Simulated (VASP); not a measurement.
# GaGe3 (Pm-3m) in VASP: notebook, part 2 of 3

VASP 6.6.1. Earlier steps stand in the parts before.

## Step 4: Single point, r2SCAN

This run uses another cell than the first one, of 20.36 Å³/atom.

Input file POSCAR:

```
GaGe3
1.0
    4.3347680618      0.0000000000      0.0000000000
    0.0000000000      4.3347680618      0.0000000000
    0.0000000000      0.0000000000      4.3347680618
Ge Ga
3 1
Direct
    0.5000000000      0.5000000000      0.0000000000
    0.5000000000      0.0000000000      0.5000000000
    0.0000000000      0.5000000000      0.5000000000
    0.0000000000      0.0000000000      0.0000000000
```

Input file INCAR.step1:

```
  PREC = Accurate
  ENCUT = 520
  ISMEAR = -1
  SIGMA = 0.05
  LREAL = F
  LASPH = T
  NELM = 100
  NBANDS = 36
  GGA = PE
  ALGO = Normal
  EDIFF = 1E-4
  LWAVE = T
  LCHARG = F
```

Input file INCAR.step2:

```
  PREC = Accurate
  ENCUT = 520
  EDIFF = 1E-6
  ISMEAR = -1
  SIGMA = 0.05
  LREAL = F
  LASPH = T
  NELM = 100
  ALGO = Normal
  ISIF = 2
  LWAVE = F
  LCHARG = T
  METAGGA = R2SCAN
  LMIXTAU = T
  LELF = T
  LVHAR = T
  NBANDS = 36
  ISTART = 1
```

Input file KPOINTS:

```
regular mesh
0
Gamma
  6 6 6
```

Potentials or basis: VASP PAW PBE potentials, release 64 (Ge_d, Ga_d).

Run with:

```console
cat potpaw_PBE.64/Ge_d/POTCAR potpaw_PBE.64/Ga_d/POTCAR > POTCAR
cp INCAR.step1 INCAR
mpirun -np 1 vasp_std > vasp.out
cp INCAR.step2 INCAR
mpirun -np 1 vasp_std > vasp.out
```

OUTCAR:

```text
PREC = Accurate
   ENCUT = 520
   EDIFF = 1E-6
   ISMEAR = -1
   LREAL = F
   LASPH = T
   NELM = 100
   ISIF = 2
   METAGGA = R2SCAN
   ISTART = 1

 ion  position               nearest neighbor table
   1  0.500  0.500  0.000-
   2  0.500  0.000  0.500-
   3  0.000  0.500  0.500-
   4  0.000  0.000  0.000-

  LATTYP: Found a simple cubic cell.
 ALAT       =     4.3347680618

  Lattice vectors:

 A1 = (   4.3347680618,   0.0000000000,   0.0000000000)
 A2 = (   0.0000000000,   4.3347680618,   0.0000000000)
 A3 = (   0.0000000000,   0.0000000000,   4.3347680618)

Analysis of symmetry for initial positions (statically):
=====================================================================
 Subroutine PRICEL returns:
 Original cell was already a primitive cell.

 Routine SETGRP: Setting up the symmetry group for a
 simple cubic supercell.

 Subroutine GETGRP returns: Found 48 space group operations
 (whereof 48 operations were pure point group operations)
 out of a pool of 48 trial point group operations.

The static configuration has the point symmetry O_h .

Analysis of symmetry for dynamics (positions and initial velocities):
=====================================================================
 Subroutine PRICEL returns:
 Original cell was already a primitive cell.

 Routine SETGRP: Setting up the symmetry group for a
 simple cubic supercell.

 Subroutine GETGRP returns: Found 48 space group operations
 (whereof 48 operations were pure point group operations)
 out of a pool of 48 trial point group operations.

The dynamic configuration has the point symmetry O_h .

 Subroutine INISYM returns: Found 48 space group operations
 (whereof 48 operations are pure point group operations),
 and found     1 'primitive' translations

----------------------------------------------------------------------------------------

                                     Primitive cell

  volume of cell :      81.4512

  direct lattice vectors                    reciprocal lattice vectors
     4.334768062  0.000000000  0.000000000     0.230692850  0.000000000  0.000000000
     0.000000000  4.334768062  0.000000000     0.000000000  0.230692850  0.000000000
     0.000000000  0.000000000  4.334768062     0.000000000  0.000000000  0.230692850

  length of vectors
     4.334768062  4.334768062  4.334768062     0.230692850  0.230692850  0.230692850

  position of ions in fractional coordinates (direct lattice)
     0.500000000  0.500000000  0.000000000
     0.500000000  0.000000000  0.500000000
     0.000000000  0.500000000  0.500000000
     0.000000000  0.000000000  0.000000000

  ion indices of the primitive-cell ions
   primitive index   ion index
                 1           1
                 2           2
                 3           3
                 4           4

----------------------------------------------------------------------------------------

 KPOINTS: regular mesh

Automatic generation of k-mesh.
 Grid dimensions read from file:
 generate k-points for:    6    6    6

 Generating k-lattice:

  Cartesian coordinates                     Fractional coordinates (reciprocal lattice)
     0.038448808  0.000000000  0.000000000     0.166666667  0.000000000  0.000000000
     0.000000000  0.038448808  0.000000000     0.000000000  0.166666667  0.000000000
     0.000000000  0.000000000  0.038448808     0.000000000  0.000000000  0.166666667

  Length of vectors
     0.038448808  0.038448808  0.038448808

  Shift w.r.t. Gamma in fractional coordinates (k-lattice)
     0.000000000  0.000000000  0.000000000

 Subroutine IBZKPT returns following result:
 ===========================================

 Found     20 irreducible k-points:

 Following reciprocal coordinates:
            Coordinates               Weight
  0.000000  0.000000  0.000000      1.000000
  0.166667  0.000000  0.000000      6.000000
  0.333333  0.000000  0.000000      6.000000
  0.500000  0.000000  0.000000      3.000000
  0.166667  0.166667  0.000000     12.000000
  0.333333  0.166667  0.000000     24.000000
[... 12 lines left out ...]
  0.500000  0.500000  0.333333      6.000000
  0.500000  0.500000  0.500000      1.000000
   k-points           NKPTS =     20   k-points in BZ     NKDIM =     20   number of bands    NBANDS=     36
   number of dos      NEDOS =    301   number of ions     NIONS =      4
   total plane-waves  NPLWV =  32768
   dimension x,y,z NGX =    32 NGY =   32 NGZ =   32
   dimension x,y,z NGXF=    64 NGYF=   64 NGZF=   64
   ions per type =               3   1
   NGX,Y,Z   is equivalent  to a cutoff of  12.27, 12.27, 12.27 a.u.
   NGXF,Y,Z  is equivalent  to a cutoff of  24.55, 24.55, 24.55 a.u.
 SYSTEM =  unknown system
   PREC   = accura    normal or accurate (medium, high low for compatibility)
   ISTART =      1    job   : 0-new  1-cont  2-samecut
   ICHARG =      0    charge: 1-file 2-atom 10-const
   ISPIN  =      1    spin polarized calculation?
   LNONCOLLINEAR =      F non collinear calculations
   LSORBIT =      F    spin-orbit coupling
   LASPH  =      T    aspherical Exc in radial PAW
   ENCUT  =  520.0 eV  38.22 Ry    6.18 a.u.   8.06  8.06  8.06*2*pi/ulx,y,z
   NELM   =    100;   NELMIN=  2; NELMDL=  0     # of ELM steps
   EDIFF  = 0.1E-05   stopping-criterion for ELM
   LREAL  =      F    real-space projection
   EDIFFG = 0.1E-04   stopping-criterion for IOM
   NSW    =      0    number of steps for IOM
   IBRION =     -1    ionic relax: 0-MD 1-quasi-New 2-CG
   NFREE  =      0    steps in history (QN), initial steepest desc. (CG)
   ISIF   =      2    stress and relaxation
   ISYM   =      2    0-nonsym 1-usesym 2-fastsym
   POTIM  = 0.5000    time-step for ionic-motion
   TEBEG  =    0.0;   TEEND  =   0.0 temperature during run
   PSTRESS=    0.0 pullay stress
   NELECT =      55.0000    total number of electrons
   NUPDOWN=      -1.0000    fix difference up-down
   EMIN   =  10.00;   EMAX   =-10.00  energy-range for DOS
   EFERMI =   0.00;   METHOD = LEGACY
   ISMEAR =    -1;   SIGMA  =   0.05  broadening in eV -4-tet -1-fermi 0-gaus
   EFERMI_NEDOS =   21; number of points for ismear=-14 and -15
   IALGO  =     38    algorithm
   IMIX   =      4    mixing-type and parameters
     AMIX     =   0.40;   BMIX     =  1.00
     AMIX_MAG =   1.60;   BMIX_MAG =  1.00
  volume/ion in A,a.u.               =      20.36       137.41
  Fermi-wavevector in a.u.,A,eV,Ry     =   1.436249  2.714118 28.066266  2.062812
  Thomas-Fermi vector in A             =   2.555458
   LORBIT       =      0    0 simple, 1 ext, 2 COOP (PROOUT), +10 PAW based schemes
   METAGGA = R2SCAN    functional components
   LHFCALC =     F    Hartree Fock is set to
   AEXX    =    0.0000 exact exchange contribution
   IVDW    =     0    specifies the selected vdW correction
   LEPSILON=     F    determine dielectric tensor
   LRPA    =     F    only Hartree local field effects (RPA)
 non-spin polarized calculation
  energy-cutoff  :      520.00
  volume of cell :       81.45
 maximum number of plane-waves:      2272
   NGX = 17   NGY = 17   NGZ = 17

 number of electron      54.9999928 magnetization

 Free energy of the ion-electron system (eV)
  ---------------------------------------------------
  ext. energy  EPLUGINS =         0.00000000
  ---------------------------------------------------
  free energy    TOTEN  =       -51.05581407 eV

  energy without entropy =      -51.03173714  energy(sigma->0) =      -51.04377561

 E-fermi :   5.6354     XC(G=0): -11.9435

 val. band max:        5.5972999011   @ k =   0.3333   0.0000   0.0000
 cond. band min:       5.6542408101   @ k =   0.5000   0.1667   0.1667
 fundamental gap:      0.0569409090
 Fermi energy:         5.6353929188

 k-point     1 :       0.0000    0.0000    0.0000
  band No.  band energies     occupation
      1     -19.8919      2.00000
      2     -19.8919      2.00000
      3     -19.8919      2.00000
      4     -19.8805      2.00000
      5     -19.8497      2.00000
      6     -19.8497      2.00000
[... 28 lines left out ...]
     35      12.8079      0.00000
     36      12.9065      0.00000
[... 710 lines left out ...]
      6     -19.8578      2.00000
[... 28 lines left out ...]
     35      14.3207      0.00000
     36      14.3207      0.00000

------------------------ aborting loop because EDIFF is reached ----------------------------------------

  FORCE on cell =-STRESS in cart. coord.  units (eV):
  Direction    XX          YY          ZZ          XY          YZ          ZX
  --------------------------------------------------------------------------------------
  -------------------------------------------------------------------------------------
  Total       -2.1289986     -2.1289986     -2.1289986     -0.0000000     -0.0000000      0.0000000
  in kB      -41.8782349    -41.8782349    -41.8782349     -0.0000000     -0.0000000      0.0000000
  external PRESSURE =     -41.8782349 kB  Pullay stress =       0.0000000 kB

 VOLUME and BASIS-vectors are now :
 -----------------------------------------------------------------------------
  energy-cutoff  :      520.00
  volume of cell :       81.45
      direct lattice vectors                 reciprocal lattice vectors
     4.334768062  0.000000000  0.000000000     0.230692850  0.000000000  0.000000000
     0.000000000  4.334768062  0.000000000     0.000000000  0.230692850  0.000000000
     0.000000000  0.000000000  4.334768062     0.000000000  0.000000000  0.230692850

 POSITION                                       TOTAL-FORCE (eV/Angst)
 -----------------------------------------------------------------------------------
      2.16738      2.16738      0.00000         0.000000      0.000000      0.000000
      2.16738      0.00000      2.16738         0.000000      0.000000      0.000000
      0.00000      2.16738      2.16738         0.000000      0.000000      0.000000
      0.00000      0.00000      0.00000         0.000000      0.000000      0.000000
 -----------------------------------------------------------------------------------
    total drift:                                0.000000     -0.000000     -0.000000

  FREE ENERGIE OF THE ION-ELECTRON SYSTEM (eV)
  ---------------------------------------------------
  free  energy   TOTEN  =       -51.0558140727 eV

  energy  without entropy=      -51.0317371388  energy(sigma->0) =      -51.04377561
```

It took 2.6 min on 1 thread of Intel Xeon 8259CL, shared host; peak memory 0.21 GiB.

Results:

| Item | Value |
| --- | --- |
| Free energy | -51.0558 eV |
| Pressure | -4.2 GPa |
| Band gap on the k mesh | zero (an odd number of electrons rules out a gap without spin polarisation) |

Caveat: the cell stands under tension; the PAW data sets were made with another functional, which shifts forces and pressure a little.

## Step 5: Single point, r2SCAN

This run uses another cell than the first one, of 20.75 Å³/atom.

Input file POSCAR:

```
GaGe3
1.0
    4.3623787939      0.0000000000      0.0000000000
    0.0000000000      4.3623787939      0.0000000000
    0.0000000000      0.0000000000      4.3623787939
Ge Ga
3 1
Direct
    0.5000000000      0.5000000000      0.0000000000
    0.5000000000      0.0000000000      0.5000000000
    0.0000000000      0.5000000000      0.5000000000
    0.0000000000      0.0000000000      0.0000000000
```

Input file INCAR.step1:

```
SYSTEM = GaGe3
ALGO     = Normal         ! electronic algorithm
EDIFF    = 1E-4           ! SCF threshold, eV
ENCUT    = 520            ! plane-wave cutoff, eV
GGA      = PE             ! functional
ISMEAR   = -1             ! smearing method
LASPH    = .True.         ! aspherical terms in the spheres
LCHARG   = .False.        ! write CHGCAR
LREAL    = .False.        ! projectors in reciprocal space
LWAVE    = .True.         ! write WAVECAR
NBANDS   = 36             ! bands
NELM     = 60             ! most SCF steps
PREC     = Accurate       ! precision mode
SIGMA    = 0.05           ! smearing width, eV
```

Input file INCAR.step2:

```
SYSTEM = GaGe3
ALGO     = Normal         ! electronic algorithm
EDIFF    = 1E-7           ! SCF threshold, eV
ENCUT    = 520            ! plane-wave cutoff, eV
ISIF     = 2              ! what is computed and relaxed
ISMEAR   = -1             ! smearing method
ISTART   = 1            
LASPH    = .True.         ! aspherical terms in the spheres
LCHARG   = .True.         ! write CHGCAR
LELF     = .True.         ! ELF
LMIXTAU  = .True.       
LREAL    = .False.        ! projectors in reciprocal space
LVHAR    = .True.       
LWAVE    = .False.        ! write WAVECAR
METAGGA  = R2SCAN         ! meta-GGA
NBANDS   = 36             ! bands
NELM     = 60             ! most SCF steps
PREC     = Accurate       ! precision mode
SIGMA    = 0.05           ! smearing width, eV
```

Input file KPOINTS:

```
k-points
0
Gamma
  6 6 6
  0 0 0
```

Run with:

```console
cat potpaw_PBE.64/Ge_d/POTCAR potpaw_PBE.64/Ga_d/POTCAR > POTCAR
cp INCAR.step1 INCAR
mpirun -np 1 vasp_std > vasp.out
cp INCAR.step2 INCAR
mpirun -np 1 vasp_std > vasp.out
```

Wall time 4.1 min (1 thread of Intel Xeon 8259CL, shared host); peak memory 0.21 GiB.

It converged, with:

```
Free energy            : -51.0117 eV
Pressure               : -4.9 GPa
Band gap on the k mesh : zero (an odd number of electrons rules out a gap without spin polarisation)
```

Levels at points of the mesh, in eV from the Fermi level:
| k point | band 25 | band 26 | band 27 | band 28 | band 29 | band 30 | band 31 | band 32 |
| --- | --- | --- | --- | --- | --- | --- | --- | --- |
| (0.00, 0.00, 0.00) | -3.82 | -3.82 | -3.39 | 2.58 | 2.58 | 2.58 | 3.57 | 3.57 |
| (0.50, 0.00, 0.00) | -1.95 | -1.95 | -1.32 | -1.32 | 0.12 | 0.45 | 4.27 | 4.52 |
| (0.50, 0.50, 0.00) | -0.74 | -0.16 | -0.16 | 0.06 | 0.22 | 0.22 | 0.65 | 1.68 |
| (0.50, 0.50, 0.50) | -5.30 | -4.84 | -4.84 | -4.84 | 6.54 | 6.54 | 6.59 | 6.59 |

Caveat: the cell stands under tension; the PAW data sets were made with another functional, which shifts forces and pressure a little.

## Step 6: Relaxation of cell and atoms, PBEsol

This run uses another cell than the first one, of 19.58 Å³/atom.

Input file INCAR:

```
SYSTEM = GaGe3
ALGO = Normal
EDIFF = 1E-7
EDIFFG = -0.02
ENCUT = 600
GGA = PS
IBRION = 2
ISIF = 3
ISMEAR = -1
LASPH = .True.
LCHARG = .False.
LREAL = .False.
LWAVE = .False.
NELM = 80
NSW = 80
PREC = Accurate
SIGMA = 0.05
```

KPOINTS is that of step 5.

Input file POSCAR:

```
GaGe3
1.0
    4.2784660000      0.0000000000      0.0000000000
    0.0000000000      4.2784660000      0.0000000000
    0.0000000000      0.0000000000      4.2784660000
Ge Ga
3 1
Direct
    0.5000000000      0.5000000000      0.0000000000
    0.5000000000      0.0000000000      0.5000000000
    0.0000000000      0.5000000000      0.5000000000
    0.0000000000      0.0000000000      0.0000000000
```

Potentials or basis: VASP PAW PBE potentials, release 64 (Ge_d, Ga_d).

Run with:

```console
cat potpaw_PBE.64/Ge_d/POTCAR potpaw_PBE.64/Ga_d/POTCAR > POTCAR
mpirun -np 1 vasp_std > vasp.out
```

Wall time 72 s (1 thread of Intel Xeon Platinum 8259CL at 2.50GHz (Skylake/Cascade Lake), shared host); peak memory 0.24 GiB.

It converged, with:

```
Free energy                           : -17.2567 eV
Relaxed volume                        : 18.44 Å³/atom
Relaxed cell                          : a = 4.193 Å, b = 4.193 Å, c = 4.193 Å, α = 90.00°, β = 90.00°, γ = 90.00°
Space group after relaxing (to 0.1 Å) : Pm-3m (No. 221)
Energy gained by relaxing             : 12.3 meV/atom
Ionic steps                           : 2
Pressure after relaxing               : 0.1 GPa
Band gap on the k mesh                : zero (an odd number of electrons rules out a gap without spin polarisation)
```

Step by step:
| step | energy change (eV) | largest force (eV/Å) | pressure (GPa) | volume (Å³) |
| --- | --- | --- | --- | --- |
| 1 | 0.0000 | 0.0000 | -3.37 | 78.32 |
| 2 | -0.0491 | 0.0000 | 0.12 | 73.74 |

Final structure:
```yaml
crystal:
  lattice:
    - [4.19346, 0.00000, 0.00000]
    - [0.00000, 4.19346, 0.00000]
    - [0.00000, 0.00000, 4.19346]
  atoms:
    - { symbol: Ge, position: [0.50000, 0.50000, 0.00000] }
    - { symbol: Ge, position: [0.50000, 0.00000, 0.50000] }
    - { symbol: Ge, position: [0.00000, 0.50000, 0.50000] }
    - { symbol: Ga, position: [0.00000, 0.00000, 0.00000] }
```

Levels at points of the mesh, in eV from the Fermi level:
| k point | band 26 | band 27 | band 28 | band 29 | band 30 | band 31 |
| --- | --- | --- | --- | --- | --- | --- |
| (0.00, 0.00, 0.00) | -4.07 | -3.32 | 2.70 | 2.70 | 2.70 | 3.64 |
| (0.50, 0.00, 0.00) | -2.10 | -1.50 | -1.50 | -0.15 | 0.08 | 4.79 |
| (0.50, 0.50, 0.00) | -0.13 | -0.13 | -0.04 | 0.17 | 0.17 | 0.78 |
| (0.50, 0.50, 0.50) | -5.26 | -5.26 | -5.26 | 7.01 | 7.01 | 7.08 |

Caveat: the PAW data sets were made with another functional, which shifts forces and pressure a little.

[end of part 2 of 3]
